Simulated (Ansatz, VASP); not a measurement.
# One calculation of Na, two programs

```
Na
1.0
    -2.11250    2.11250    2.11250
     2.11250   -2.11250    2.11250
     2.11250    2.11250   -2.11250
Na
1
Direct
  0.00000 0.00000 0.00000
```

Alike in both runs: task single point; functional r2SCAN; k mesh 3 × 3 × 3; occupations fermi-dirac, width 0.1 eV; no spin polarisation.

```csv
,VASP,Ansatz
version,VASP 6.6.1,Ansatz 0.2.0
potentials or method,"VASP PAW PBE potentials, release 64 (Na_pv), cutoff 520 eV","plane waves (500 eV) with PAW, scalar-relativistic"
valence electrons in the cell,7,9
```

|  | VASP | Ansatz | Ansatz less VASP |
| --- | --- | --- | --- |
| pressure (GPa) | -0.3 | -0.4 | -0.09 |

VASP's potentials were made for PBE, not for r2SCAN. The functional is the same, so the differences come from potentials, cutoffs and numerics. VASP's potentials hold 7 valence electrons a cell and Ansatz's 9, so a difference there can come from the potentials and not from the codes.

The k mesh is coarse, so the values compare programs but aren't converged.
